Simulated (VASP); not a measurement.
# GaN in VASP: notebook

Aim: see how the results for GaN move with the level of theory and the settings. Levels: PBE, r2SCAN. Tasks: single point.

Everything below comes from runs of VASP 6.6.1. Logs are shortened: lines on timing, memory, paths and dates and some standing lists are left out, and cuts for length are marked.

## Step 1: The cell of the first run

The structure is hexagonal, space group P6_3mc (No. 186). Conventional cell: a = 3.275 Å, b = 3.275 Å, c = 5.332 Å, α = 90.00°, β = 90.00°, γ = 120.00°. Ga (site symmetry 3m) has 4 N at 2.00 to 2.01 Å within 2.7 Å. Within 2.7 Å of N (site symmetry 3m) lie 4 Ga at 2.00 to 2.01 Å.

## Step 2: Single point, PBE (strain +2.9%)

File INCAR:

```
SYSTEM = GaN
  PREC = Accurate
  ENCUT = 520
  EDIFF = 1E-6
  ISMEAR = -1
  SIGMA = 0.02
  LREAL = .False.
  LASPH = .True.
  NELM = 80
  ALGO = Normal
  ISIF = 2
  LWAVE = .False.
  LCHARG = .True.
  GGA = PE
  LELF = .True.
  LVHAR = .True.
  NBANDS = 26
```

File KPOINTS:

```
Automatic mesh
0
Gamma
  12 12 6
  0 0 0
```

File POSCAR:

```
GaN
1.0
    3.2745057562      0.0000000000      0.0000000000
   -1.6372528781      2.8358051697      0.0000000000
    0.0000000000      0.0000000000      5.3323952009
Ga N
2 2
Direct
    0.3333333333      0.6666666667     -0.0010094593
    0.6666666667      0.3333333333      0.4989905407
    0.3333333333      0.6666666667      0.3760094593
    0.6666666667      0.3333333333      0.8760094593
```

Potentials or basis: VASP PAW PBE potentials, release 64 (Ga_d, N).

On the command line:

```bash
$ cat potpaw_PBE.64/Ga_d/POTCAR potpaw_PBE.64/N/POTCAR > POTCAR
$ mpirun -np 1 vasp_std > vasp.out
```

OUTCAR:

```text
SYSTEM = GaN
   PREC = Accurate
   ENCUT = 520
   EDIFF = 1E-6
   ISMEAR = -1
   LREAL = .False.
   LASPH = .True.
   NELM = 80
   ISIF = 2
   GGA = PE

 ion  position               nearest neighbor table
   1  0.333  0.667  0.999-   4 2.00   4 2.00   4 2.00   3 2.01
   2  0.667  0.333  0.499-   3 2.00   3 2.00   3 2.00   4 2.01
   3  0.333  0.667  0.376-   2 2.00   2 2.00   2 2.00   1 2.01
   4  0.667  0.333  0.876-   1 2.00   1 2.00   1 2.00   2 2.01

  LATTYP: Found a hexagonal cell.
 ALAT       =     3.2745057562
 C/A-ratio  =     1.6284580324

  Lattice vectors:

 A1 = (   3.2745057562,   0.0000000000,   0.0000000000)
 A2 = (  -1.6372528781,   2.8358051697,   0.0000000000)
 A3 = (   0.0000000000,   0.0000000000,   5.3323952009)

Analysis of symmetry for initial positions (statically):
=====================================================================
 Subroutine PRICEL returns:
 Original cell was already a primitive cell.

 Routine SETGRP: Setting up the symmetry group for a
 hexagonal supercell.

 Subroutine GETGRP returns: Found 12 space group operations
 (whereof  6 operations were pure point group operations)
 out of a pool of 24 trial point group operations.

The static configuration has the point symmetry C_3v.
 The point group associated with its full space group is C_6v.

Analysis of symmetry for dynamics (positions and initial velocities):
=====================================================================
 Subroutine PRICEL returns:
 Original cell was already a primitive cell.

 Routine SETGRP: Setting up the symmetry group for a
 hexagonal supercell.

 Subroutine GETGRP returns: Found 12 space group operations
 (whereof  6 operations were pure point group operations)
 out of a pool of 24 trial point group operations.

The dynamic configuration has the point symmetry C_3v.
 The point group associated with its full space group is C_6v.

 Subroutine INISYM returns: Found 12 space group operations
 (whereof  6 operations are pure point group operations),
 and found     1 'primitive' translations

----------------------------------------------------------------------------------------

                                     Primitive cell

  volume of cell :      49.5159

  direct lattice vectors                    reciprocal lattice vectors
     3.274505756  0.000000000  0.000000000     0.305389599  0.176316767  0.000000000
    -1.637252878  2.835805170  0.000000000     0.000000000  0.352633534  0.000000000
     0.000000000  0.000000000  5.332395201     0.000000000  0.000000000  0.187532987

  length of vectors
     3.274505756  3.274505756  5.332395201     0.352633534  0.352633534  0.187532987

  position of ions in fractional coordinates (direct lattice)
     0.333333333  0.666666667  0.998990541
     0.666666667  0.333333333  0.498990541
     0.333333333  0.666666667  0.376009459
     0.666666667  0.333333333  0.876009459

  ion indices of the primitive-cell ions
   primitive index   ion index
                 1           1
                 2           2
                 3           3
                 4           4

----------------------------------------------------------------------------------------

 KPOINTS: Automatic mesh

Automatic generation of k-mesh.
 Grid dimensions read from file:
 generate k-points for:   12   12    6

 Generating k-lattice:

  Cartesian coordinates                     Fractional coordinates (reciprocal lattice)
     0.025449133  0.014693064  0.000000000     0.083333333 -0.000000000  0.000000000
     0.000000000  0.029386128  0.000000000     0.000000000  0.083333333  0.000000000
     0.000000000  0.000000000  0.031255498     0.000000000  0.000000000  0.166666667

  Length of vectors
     0.029386128  0.029386128  0.031255498

  Shift w.r.t. Gamma in fractional coordinates (k-lattice)
     0.000000000  0.000000000  0.000000000

 Subroutine IBZKPT returns following result:
 ===========================================

 Found     76 irreducible k-points:

 Following reciprocal coordinates:
            Coordinates               Weight
  0.000000  0.000000  0.000000      1.000000
  0.083333  0.000000  0.000000      6.000000
  0.166667 -0.000000  0.000000      6.000000
  0.250000 -0.000000  0.000000      6.000000
  0.333333 -0.000000  0.000000      6.000000
  0.416667  0.000000  0.000000      6.000000
[... 16 lines left out ...]
  0.250000 -0.000000  0.166667     12.000000
  0.333333 -0.000000  0.166667     12.000000
 [... further k-points ...]
   k-points           NKPTS =     76   k-points in BZ     NKDIM =     76   number of bands    NBANDS=     26
   number of dos      NEDOS =    301   number of ions     NIONS =      4
   total plane-waves  NPLWV =  23040
   dimension x,y,z NGX =    24 NGY =   24 NGZ =   40
   dimension x,y,z NGXF=    48 NGYF=   48 NGZF=   80
   ions per type =               2   2
   NGX,Y,Z   is equivalent  to a cutoff of  12.18, 12.18, 12.47 a.u.
   NGXF,Y,Z  is equivalent  to a cutoff of  24.37, 24.37, 24.94 a.u.
 SYSTEM =  GaN
   PREC   = accura    normal or accurate (medium, high low for compatibility)
   ISTART =      0    job   : 0-new  1-cont  2-samecut
   ICHARG =      2    charge: 1-file 2-atom 10-const
   ISPIN  =      1    spin polarized calculation?
   LNONCOLLINEAR =      F non collinear calculations
   LSORBIT =      F    spin-orbit coupling
   LASPH  =      T    aspherical Exc in radial PAW
   ENCUT  =  520.0 eV  38.22 Ry    6.18 a.u.   6.09  6.09  9.91*2*pi/ulx,y,z
   NELM   =     80;   NELMIN=  2; NELMDL= -5     # of ELM steps
   EDIFF  = 0.1E-05   stopping-criterion for ELM
   LREAL  =      F    real-space projection
   EDIFFG = 0.1E-04   stopping-criterion for IOM
   NSW    =      0    number of steps for IOM
   IBRION =     -1    ionic relax: 0-MD 1-quasi-New 2-CG
   NFREE  =      0    steps in history (QN), initial steepest desc. (CG)
   ISIF   =      2    stress and relaxation
   ISYM   =      2    0-nonsym 1-usesym 2-fastsym
   POTIM  = 0.5000    time-step for ionic-motion
   TEBEG  =    0.0;   TEEND  =   0.0 temperature during run
   PSTRESS=    0.0 pullay stress
   NELECT =      36.0000    total number of electrons
   NUPDOWN=      -1.0000    fix difference up-down
   EMIN   =  10.00;   EMAX   =-10.00  energy-range for DOS
   EFERMI =   0.00;   METHOD = LEGACY
   ISMEAR =    -1;   SIGMA  =   0.02  broadening in eV -4-tet -1-fermi 0-gaus
   EFERMI_NEDOS =   21; number of points for ismear=-14 and -15
   IALGO  =     38    algorithm
   IMIX   =      4    mixing-type and parameters
     AMIX     =   0.40;   BMIX     =  1.00
     AMIX_MAG =   1.60;   BMIX_MAG =  1.00
  volume/ion in A,a.u.               =      12.38        83.54
  Fermi-wavevector in a.u.,A,eV,Ry     =   1.472067  2.781803 29.483560  2.166981
  Thomas-Fermi vector in A             =   2.587126
   LORBIT       =      0    0 simple, 1 ext, 2 COOP (PROOUT), +10 PAW based schemes
   GGA     = PE    functional components
   LHFCALC =     F    Hartree Fock is set to
   AEXX    =    0.0000 exact exchange contribution
   IVDW    =     0    specifies the selected vdW correction
   LEPSILON=     F    determine dielectric tensor
   LRPA    =     F    only Hartree local field effects (RPA)
 non-spin polarized calculation
  energy-cutoff  :      520.00
  volume of cell :       49.52
 maximum number of plane-waves:      1353
   NGX = 13   NGY = 13   NGZ = 19

 number of electron      36.0000018 magnetization

 Free energy of the ion-electron system (eV)
  ---------------------------------------------------
  ext. energy  EPLUGINS =         0.00000000
  ---------------------------------------------------
  free energy    TOTEN  =       -24.26701691 eV

  energy without entropy =      -24.26701691  energy(sigma->0) =      -24.26701691

 E-fermi :   4.9038     XC(G=0): -11.2452

 val. band max:        4.4801953747   @ k =   0.0000   0.0000   0.0000
 cond. band min:       5.8552199830   @ k =   0.0000   0.0000   0.0000
 fundamental gap:      1.3750246083
 Fermi energy:         4.9038349706

 k-point     1 :       0.0000    0.0000    0.0000
  band No.  band energies     occupation
      1     -10.8419      2.00000
      2     -10.1944      2.00000
      3      -8.9215      2.00000
      4      -8.9089      2.00000
      5      -8.9089      2.00000
      6      -8.8618      2.00000
[... 18 lines left out ...]
     25      15.5843      0.00000
     26      15.5843      0.00000

 k-point     2 :       0.0833    0.0000    0.0000
  band No.  band energies     occupation
      1     -10.7854      2.00000
      2     -10.1823      2.00000
      3      -8.9162      2.00000
      4      -8.9010      2.00000
      5      -8.8828      2.00000
      6      -8.8552      2.00000
[... 18 lines left out ...]
     25      15.2494      0.00000
     26      15.7244      0.00000

 k-point     3 :       0.1667   -0.0000    0.0000
  band No.  band energies     occupation
      1     -10.6360      2.00000
      2     -10.1534      2.00000
      3      -8.8970      2.00000
      4      -8.8817      2.00000
      5      -8.8393      2.00000
      6      -8.8218      2.00000
[... 18 lines left out ...]
     25      15.2575      0.00000
     26      16.0619      0.00000

 k-point     4 :       0.2500   -0.0000    0.0000
  band No.  band energies     occupation
      1     -10.4520      2.00000
      2     -10.1231      2.00000
      3      -8.8771      2.00000
      4      -8.8628      2.00000
      5      -8.8074      2.00000
      6      -8.7822      2.00000
[... 18 lines left out ...]
     25      15.4243      0.00000
     26      16.5092      0.00000

 k-point     5 :       0.3333   -0.0000    0.0000
  band No.  band energies     occupation
      1     -10.3032      2.00000
      2     -10.1020      2.00000
      3      -8.8657      2.00000
      4      -8.8533      2.00000
      5      -8.7847      2.00000
      6      -8.7443      2.00000
[... 18 lines left out ...]
     25      15.6405      0.00000
     26      16.9162      0.00000

 k-point     6 :       0.4167    0.0000    0.0000
  band No.  band energies     occupation
      1     -10.2210      2.00000
      2     -10.0912      2.00000
      3      -8.8645      2.00000
      4      -8.8515      2.00000
      5      -8.7776      2.00000
      6      -8.7378      2.00000
[... 427 lines left out ...]
 k-point    21 :       0.0833    0.0000    0.1667
  band No.  band energies     occupation
      1     -10.7211      2.00000
      2     -10.1961      2.00000
      3      -8.9081      2.00000
      4      -8.8996      2.00000
      5      -8.8656      2.00000
      6      -8.8574      2.00000
[... 18 lines left out ...]
     25      15.1168      0.00000
     26      15.5125      0.00000

 k-point    22 :       0.1667   -0.0000    0.1667
  band No.  band energies     occupation
      1     -10.5804      2.00000
      2     -10.1626      2.00000
      3      -8.8938      2.00000
      4      -8.8791      2.00000
      5      -8.8444      2.00000
      6      -8.8271      2.00000
[... 18 lines left out ...]
     25      14.8924      0.00000
     26      15.8782      0.00000

 k-point    23 :       0.2500   -0.0000    0.1667
  band No.  band energies     occupation
      1     -10.4101      2.00000
      2     -10.1271      2.00000
      3      -8.8770      2.00000
      4      -8.8578      2.00000
      5      -8.8176      2.00000
      6      -8.7878      2.00000
[... 18 lines left out ...]
     25      15.0478      0.00000
     26      16.3579      0.00000

 k-point    24 :       0.3333   -0.0000    0.1667
  band No.  band energies     occupation
      1     -10.2748      2.00000
      2     -10.1022      2.00000
      3      -8.8687      2.00000
      4      -8.8455      2.00000
      5      -8.7963      2.00000
      6      -8.7505      2.00000
[... 18 lines left out ...]
     25      15.3226      0.00000
     26      16.9007      0.00000

 [... further k-points ...]

------------------------ aborting loop because EDIFF is reached ----------------------------------------

  FORCE on cell =-STRESS in cart. coord.  units (eV):
  Direction    XX          YY          ZZ          XY          YZ          ZX
  --------------------------------------------------------------------------------------
  -------------------------------------------------------------------------------------
  Total       -2.3866221     -2.3866221     -2.3463189      0.0000000     -0.0000000      0.0000000
  in kB      -77.2235493    -77.2235493    -75.9194671      0.0000000     -0.0000000      0.0000000
  external PRESSURE =     -76.7888552 kB  Pullay stress =       0.0000000 kB

 VOLUME and BASIS-vectors are now :
 -----------------------------------------------------------------------------
  energy-cutoff  :      520.00
  volume of cell :       49.52
      direct lattice vectors                 reciprocal lattice vectors
     3.274505756  0.000000000  0.000000000     0.305389599  0.176316767  0.000000000
    -1.637252878  2.835805170  0.000000000     0.000000000  0.352633534  0.000000000
     0.000000000  0.000000000  5.332395201     0.000000000  0.000000000  0.187532987

 POSITION                                       TOTAL-FORCE (eV/Angst)
 -----------------------------------------------------------------------------------
     -0.00000      1.89054      5.32701        -0.000000     -0.000000      0.003976
      1.63725      0.94527      2.66081         0.000000      0.000000      0.003976
     -0.00000      1.89054      2.00503        -0.000000      0.000000     -0.003976
      1.63725      0.94527      4.67123         0.000000     -0.000000     -0.003976
 -----------------------------------------------------------------------------------
    total drift:                               -0.000001     -0.000001      0.001038

  FREE ENERGIE OF THE ION-ELECTRON SYSTEM (eV)
  ---------------------------------------------------
  free  energy   TOTEN  =       -24.2670169133 eV

  energy  without entropy=      -24.2670169133  energy(sigma->0) =      -24.26701691
```

Wall time 2.5 min (1 thread of Intel Xeon 8259CL, shared host); peak memory 0.22 GiB.

Results:

```yaml
Free_energy: -24.2670 eV
Pressure: -7.7 GPa
Largest_force: 0.004 eV/Å
Band_gap_on_the_k_mesh: 1.38 eV
```

Forces in eV/Å, atoms in the order of the input:
```
Ga   0.000  0.000  0.004
Ga   0.000  0.000  0.004
N    0.000  0.000 -0.004
N    0.000  0.000 -0.004
```

Stress tensor (GPa, compression positive):
```
-7.72  0.00  0.00
 0.00 -7.72  0.00
 0.00  0.00 -7.59
```

Levels at points of the mesh, in eV from the valence-band top:
```tsv
k point	band 16	band 17	band 18	band 19	band 20	band 21
(0.00, 0.00, 0.00)	-0.03	0.00	0.00	1.38	3.73	8.73
(0.50, 0.00, 0.00)	-2.47	-1.97	-0.90	4.82	5.04	5.87
(0.00, 0.00, 0.50)	-0.48	-0.48	-0.48	3.73	3.73	8.04
(0.50, 0.00, 0.50)	-1.75	-1.72	-1.72	4.14	4.14	7.25
```

Caveat: the cell differs from its parent crystal (strain +2.9%); the cell stands under tension.

[end of part 1 of 2]
